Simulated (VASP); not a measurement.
# LiF (Griceite) in VASP: further runs

LiF (Griceite) is run at these levels: PBE; tasks: single point.

All numbers are computed with VASP 6.6.1; they aren't measurements. Logs are shortened: lines on timing, memory, paths and dates and some standing lists are left out, and cuts for length are marked.

**1. The cell of the first run**

It takes space group Fm-3m (No. 225, cubic). The conventional cell has a = 3.990 Å, b = 3.990 Å, c = 3.990 Å, α = 90.00°, β = 90.00°, γ = 90.00°. Li (site symmetry m-3m) has 6 F at 1.99 Å within 2.6 Å. Within 2.6 Å of F (site symmetry m-3m) lie 6 Li at 1.99 Å.

**2. Single point, PBE**

Input file INCAR:

```
SYSTEM = LiF
PREC = Accurate
ENCUT = 520
EDIFF = 1E-6
ISMEAR = 0
SIGMA = 0.01
LREAL = .False.
LASPH = .True.
NELM = 100
ALGO = Normal
ISIF = 2
LWAVE = .False.
LCHARG = .True.
GGA = PE
LELF = .True.
LVHAR = .True.
NBANDS = 12
```

Input file KPOINTS:

```
Automatic mesh
0
Gamma
  6 6 6
  0 0 0
```

Input file POSCAR:

```
LiF
1.0
    0.0000000000      1.9948691814      1.9948691814
    1.9948691814      0.0000000000      1.9948691814
    1.9948691814      1.9948691814      0.0000000000
Li F
1 1
Direct
    0.0000000000      0.0000000000      0.0000000000
    0.5000000000      0.5000000000      0.5000000000
```

Potentials or basis: VASP PAW PBE potentials, release 64 (Li_sv, F).

Command:

```bash
> cat potpaw_PBE.64/Li_sv/POTCAR potpaw_PBE.64/F/POTCAR > POTCAR
> mpirun -np 1 vasp_std > vasp.out
```

OUTCAR:

```text
SYSTEM = LiF
   PREC = Accurate
   ENCUT = 520
   EDIFF = 1E-6
   ISMEAR = 0
   LREAL = .False.
   LASPH = .True.
   NELM = 100
   ISIF = 2
   GGA = PE

 ion  position               nearest neighbor table
   1  0.000  0.000  0.000-   2 1.99   2 1.99   2 1.99   2 1.99   2 1.99   2 1.99
   2  0.500  0.500  0.500-   1 1.99   1 1.99   1 1.99   1 1.99   1 1.99   1 1.99

  LATTYP: Found a face centered cubic cell.
 ALAT       =     3.9897383628

  Lattice vectors:

 A1 = (   0.0000000000,   1.9948691814,   1.9948691814)
 A2 = (   1.9948691814,   0.0000000000,   1.9948691814)
 A3 = (   1.9948691814,   1.9948691814,   0.0000000000)

Analysis of symmetry for initial positions (statically):
=====================================================================
 Subroutine PRICEL returns:
 Original cell was already a primitive cell.

 Routine SETGRP: Setting up the symmetry group for a
 face centered cubic supercell.

 Subroutine GETGRP returns: Found 48 space group operations
 (whereof 48 operations were pure point group operations)
 out of a pool of 48 trial point group operations.

The static configuration has the point symmetry O_h .

Analysis of symmetry for dynamics (positions and initial velocities):
=====================================================================
 Subroutine PRICEL returns:
 Original cell was already a primitive cell.

 Routine SETGRP: Setting up the symmetry group for a
 face centered cubic supercell.

 Subroutine GETGRP returns: Found 48 space group operations
 (whereof 48 operations were pure point group operations)
 out of a pool of 48 trial point group operations.

The dynamic configuration has the point symmetry O_h .

 Subroutine INISYM returns: Found 48 space group operations
 (whereof 48 operations are pure point group operations),
 and found     1 'primitive' translations

----------------------------------------------------------------------------------------

                                     Primitive cell

  volume of cell :      15.8772

  direct lattice vectors                    reciprocal lattice vectors
     0.000000000  1.994869181  1.994869181    -0.250643002  0.250643002  0.250643002
     1.994869181  0.000000000  1.994869181     0.250643002 -0.250643002  0.250643002
     1.994869181  1.994869181  0.000000000     0.250643002  0.250643002 -0.250643002

  length of vectors
     2.821171051  2.821171051  2.821171051     0.434126414  0.434126414  0.434126414

  position of ions in fractional coordinates (direct lattice)
     0.000000000  0.000000000  0.000000000
     0.500000000  0.500000000  0.500000000

  ion indices of the primitive-cell ions
   primitive index   ion index
                 1           1
                 2           2

----------------------------------------------------------------------------------------

 KPOINTS: Automatic mesh

Automatic generation of k-mesh.
 Grid dimensions read from file:
 generate k-points for:    6    6    6

 Generating k-lattice:

  Cartesian coordinates                     Fractional coordinates (reciprocal lattice)
    -0.041773834  0.041773834  0.041773834     0.166666667  0.000000000  0.000000000
     0.041773834 -0.041773834  0.041773834     0.000000000  0.166666667  0.000000000
     0.041773834  0.041773834 -0.041773834     0.000000000  0.000000000  0.166666667

  Length of vectors
     0.072354402  0.072354402  0.072354402

  Shift w.r.t. Gamma in fractional coordinates (k-lattice)
     0.000000000  0.000000000  0.000000000

 Subroutine IBZKPT returns following result:
 ===========================================

 Found     16 irreducible k-points:

 Following reciprocal coordinates:
            Coordinates               Weight
  0.000000  0.000000  0.000000      1.000000
  0.166667  0.000000  0.000000      8.000000
  0.333333  0.000000  0.000000      8.000000
  0.500000  0.000000  0.000000      4.000000
  0.166667  0.166667  0.000000      6.000000
  0.333333  0.166667  0.000000     24.000000
[... 8 lines left out ...]
 -0.333333  0.333333  0.166667     24.000000
 -0.333333  0.500000  0.166667     12.000000
   k-points           NKPTS =     16   k-points in BZ     NKDIM =     16   number of bands    NBANDS=     12
   number of dos      NEDOS =    301   number of ions     NIONS =      2
   total plane-waves  NPLWV =  13824
   dimension x,y,z NGX =    24 NGY =   24 NGZ =   24
   dimension x,y,z NGXF=    48 NGYF=   48 NGZF=   48
   ions per type =               1   1
   NGX,Y,Z   is equivalent  to a cutoff of  14.14, 14.14, 14.14 a.u.
   NGXF,Y,Z  is equivalent  to a cutoff of  28.29, 28.29, 28.29 a.u.
 SYSTEM =  LiF
   PREC   = accura    normal or accurate (medium, high low for compatibility)
   ISTART =      0    job   : 0-new  1-cont  2-samecut
   ICHARG =      2    charge: 1-file 2-atom 10-const
   ISPIN  =      1    spin polarized calculation?
   LNONCOLLINEAR =      F non collinear calculations
   LSORBIT =      F    spin-orbit coupling
   LASPH  =      T    aspherical Exc in radial PAW
   ENCUT  =  520.0 eV  38.22 Ry    6.18 a.u.   5.25  5.25  5.25*2*pi/ulx,y,z
   NELM   =    100;   NELMIN=  2; NELMDL= -5     # of ELM steps
   EDIFF  = 0.1E-05   stopping-criterion for ELM
   LREAL  =      F    real-space projection
   EDIFFG = 0.1E-04   stopping-criterion for IOM
   NSW    =      0    number of steps for IOM
   IBRION =     -1    ionic relax: 0-MD 1-quasi-New 2-CG
   NFREE  =      0    steps in history (QN), initial steepest desc. (CG)
   ISIF   =      2    stress and relaxation
   ISYM   =      2    0-nonsym 1-usesym 2-fastsym
   POTIM  = 0.5000    time-step for ionic-motion
   TEBEG  =    0.0;   TEEND  =   0.0 temperature during run
   PSTRESS=    0.0 pullay stress
   NELECT =      10.0000    total number of electrons
   NUPDOWN=      -1.0000    fix difference up-down
   EMIN   =  10.00;   EMAX   =-10.00  energy-range for DOS
   EFERMI =   0.00;   METHOD = LEGACY
   ISMEAR =     0;   SIGMA  =   0.01  broadening in eV -4-tet -1-fermi 0-gaus
   EFERMI_NEDOS =   21; number of points for ismear=-14 and -15
   IALGO  =     38    algorithm
   IMIX   =      4    mixing-type and parameters
     AMIX     =   0.40;   BMIX     =  1.00
     AMIX_MAG =   1.60;   BMIX_MAG =  1.00
  volume/ion in A,a.u.               =       7.94        53.57
  Fermi-wavevector in a.u.,A,eV,Ry     =   1.403300  2.651852 26.793271  1.969250
  Thomas-Fermi vector in A             =   2.525975
   LORBIT       =      0    0 simple, 1 ext, 2 COOP (PROOUT), +10 PAW based schemes
   GGA     = PE    functional components
   LHFCALC =     F    Hartree Fock is set to
   AEXX    =    0.0000 exact exchange contribution
   IVDW    =     0    specifies the selected vdW correction
   LEPSILON=     F    determine dielectric tensor
   LRPA    =     F    only Hartree local field effects (RPA)
 non-spin polarized calculation
 Gauss-broadening in eV      SIGMA  =   0.01
  energy-cutoff  :      520.00
  volume of cell :       15.88
 maximum number of plane-waves:       444
 NGX is ok and might be reduce to    24
   NGX = 11   NGY = 11   NGZ = 11

 number of electron      10.0000000 magnetization

 number of electron       9.9999997 magnetization

 Free energy of the ion-electron system (eV)
  ---------------------------------------------------
  ext. energy  EPLUGINS =         0.00000000
  ---------------------------------------------------
  free energy    TOTEN  =        -9.62825767 eV

  energy without entropy =       -9.62825767  energy(sigma->0) =       -9.62825767

 E-fermi :  -0.6496     XC(G=0): -10.1228

 val. band max:       -0.8419740950   @ k =   0.0000   0.0000   0.0000
 cond. band min:       8.5099521274   @ k =   0.0000   0.0000   0.0000
 fundamental gap:      9.3519262224
 Fermi energy:        -0.6496009341

 k-point     1 :       0.0000    0.0000    0.0000
  band No.  band energies     occupation
      1     -41.7003      2.00000
      2     -20.8958      2.00000
      3      -0.8420      2.00000
      4      -0.8420      2.00000
      5      -0.8420      2.00000
      6       8.5100      0.00000
      7      23.5069      0.00000
      8      23.5069      0.00000
      9      23.5069      0.00000
     10      23.7658      0.00000
     11      23.7658      0.00000
     12      23.7658      0.00000

 k-point     2 :       0.1667    0.0000    0.0000
  band No.  band energies     occupation
      1     -41.6839      2.00000
      2     -20.7884      2.00000
      3      -1.5874      2.00000
      4      -0.9042      2.00000
      5      -0.9042      2.00000
      6       9.2155      0.00000
      7      18.9540      0.00000
      8      21.1605      0.00000
      9      21.1605      0.00000
     10      25.5674      0.00000
     11      25.7242      0.00000
     12      25.7242      0.00000

 k-point     3 :       0.3333    0.0000    0.0000
  band No.  band energies     occupation
      1     -41.6508      2.00000
      2     -20.5608      2.00000
      3      -2.8693      2.00000
      4      -1.0230      2.00000
      5      -1.0230      2.00000
      6      10.0396      0.00000
      7      16.5253      0.00000
      8      19.0580      0.00000
      9      19.0580      0.00000
     10      27.8694      0.00000
     11      28.5813      0.00000
     12      28.5813      0.00000
[... 166 lines left out ...]
 k-point    15 :      -0.3333    0.3333    0.1667
  band No.  band energies     occupation
      1     -41.6207      2.00000
      2     -20.2491      2.00000
      3      -3.1432      2.00000
      4      -2.5798      2.00000
      5      -1.4929      2.00000
      6      12.9091      0.00000
      7      14.7750      0.00000
      8      17.9857      0.00000
      9      18.7414      0.00000
     10      26.7826      0.00000
     11      27.6016      0.00000
     12      35.1315      0.00000

 k-point    16 :      -0.3333    0.5000    0.1667
  band No.  band energies     occupation
      1     -41.6165      2.00000
      2     -20.1757      2.00000
      3      -3.5064      2.00000
      4      -2.4687      2.00000
      5      -1.7205      2.00000
      6      14.2924      0.00000
      7      14.7937      0.00000
      8      16.9002      0.00000
      9      19.0046      0.00000
     10      23.4548      0.00000
     11      31.2264      0.00000
     12      33.6665      0.00000

------------------------ aborting loop because EDIFF is reached ----------------------------------------

  FORCE on cell =-STRESS in cart. coord.  units (eV):
  Direction    XX          YY          ZZ          XY          YZ          ZX
  --------------------------------------------------------------------------------------
  -------------------------------------------------------------------------------------
  Total        0.3935267      0.3935267      0.3935267      0.0000000      0.0000000      0.0000000
  in kB       39.7110609     39.7110609     39.7110609      0.0000000      0.0000000      0.0000000
  external PRESSURE =      39.7110609 kB  Pullay stress =       0.0000000 kB

 VOLUME and BASIS-vectors are now :
 -----------------------------------------------------------------------------
  energy-cutoff  :      520.00
  volume of cell :       15.88
      direct lattice vectors                 reciprocal lattice vectors
     0.000000000  1.994869181  1.994869181    -0.250643002  0.250643002  0.250643002
     1.994869181  0.000000000  1.994869181     0.250643002 -0.250643002  0.250643002
     1.994869181  1.994869181  0.000000000     0.250643002  0.250643002 -0.250643002

 POSITION                                       TOTAL-FORCE (eV/Angst)
 -----------------------------------------------------------------------------------
      0.00000      0.00000      0.00000         0.000000      0.000000      0.000000
      1.99487      1.99487      1.99487        -0.000000     -0.000000     -0.000000
 -----------------------------------------------------------------------------------
    total drift:                               -0.000000     -0.000000      0.000000

  FREE ENERGIE OF THE ION-ELECTRON SYSTEM (eV)
  ---------------------------------------------------
  free  energy   TOTEN  =        -9.6282576675 eV

  energy  without entropy=       -9.6282576675  energy(sigma->0) =       -9.62825767
```

Wall time 5.5 s (1 thread of Intel Xeon Platinum 8488C (Sapphire Rapids), shared host); peak memory 0.12 GiB.

Results:

```
Free energy            : -9.6283 eV
Band gap on the k mesh : 9.35 eV, direct
```

Caveat: the k points lie up to 0.45 Å⁻¹ apart; the cutoff is under 1.25 times the usual one of these potentials, so pressure, stress and relaxed cells hold a basis-set (Pulay) error.

**3. Single point, PBE (strain -1.0%)**

Input file INCAR:

```
SYSTEM = LiF
PREC     = Accurate       ! precision mode
ENCUT    = 520            ! plane-wave cutoff, eV
EDIFF    = 1E-6           ! SCF threshold, eV
ISMEAR   = 0              ! smearing method
SIGMA    = 0.01           ! smearing width, eV
LREAL    = .False.        ! projectors in reciprocal space
LASPH    = .True.         ! aspherical terms in the spheres
NELM     = 80             ! most SCF steps
ALGO     = Normal         ! electronic algorithm
ISIF     = 2              ! what is computed and relaxed
LWAVE    = .False.        ! write WAVECAR
LCHARG   = .True.         ! write CHGCAR
GGA      = PE             ! functional
LELF     = .True.         ! ELF
LVHAR    = .True.       
NBANDS   = 12             ! bands
```

KPOINTS is that of step 2.

Input file POSCAR:

```
LiF
1.0
    0.0000000000      1.9755189503      1.9755189503
    1.9755189503      0.0000000000      1.9755189503
    1.9755189503      1.9755189503      0.0000000000
Li F
1 1
Direct
    0.0000000000      0.0000000000      0.0000000000
    0.5000000000      0.5000000000      0.5000000000
```

Potentials or basis: VASP PAW PBE potentials, release 64 (Li_sv, F).

Command:

```bash
> cat potpaw_PBE.64/Li_sv/POTCAR potpaw_PBE.64/F/POTCAR > POTCAR
> mpirun -np 1 vasp_std > vasp.out
```

Run time: 5.6 s. Hardware: 1 thread of Intel Xeon Platinum 8488C (Sapphire Rapids), shared host; peak memory 0.12 GiB.

It converged, with:

| Quantity | Value |
| --- | --- |
| Free energy | -9.6114 eV |
| Band gap on the k mesh | 9.62 eV, direct |

Levels at points of the mesh, in eV from the valence-band top:
| k point | band 2 | band 3 | band 4 | band 5 | band 6 | band 7 | band 8 | band 9 |
| --- | --- | --- | --- | --- | --- | --- | --- | --- |
| (0.00, 0.00, 0.00) | -20.14 | 0.00 | 0.00 | 0.00 | 9.62 | 24.74 | 24.74 | 24.74 |
| (0.50, 0.00, 0.00) | -19.66 | -2.70 | -0.25 | -0.25 | 11.08 | 17.44 | 19.36 | 19.36 |
| (0.50, 0.50, 0.00) | -19.35 | -3.26 | -1.09 | -1.09 | 15.37 | 16.74 | 18.17 | 20.93 |

Caveat: the k points lie up to 0.46 Å⁻¹ apart; the cell differs from its parent crystal (strain -1.0%); the cutoff is under 1.25 times the usual one of these potentials, so pressure, stress and relaxed cells hold a basis-set (Pulay) error.

(Continued in part 2 of 2.)
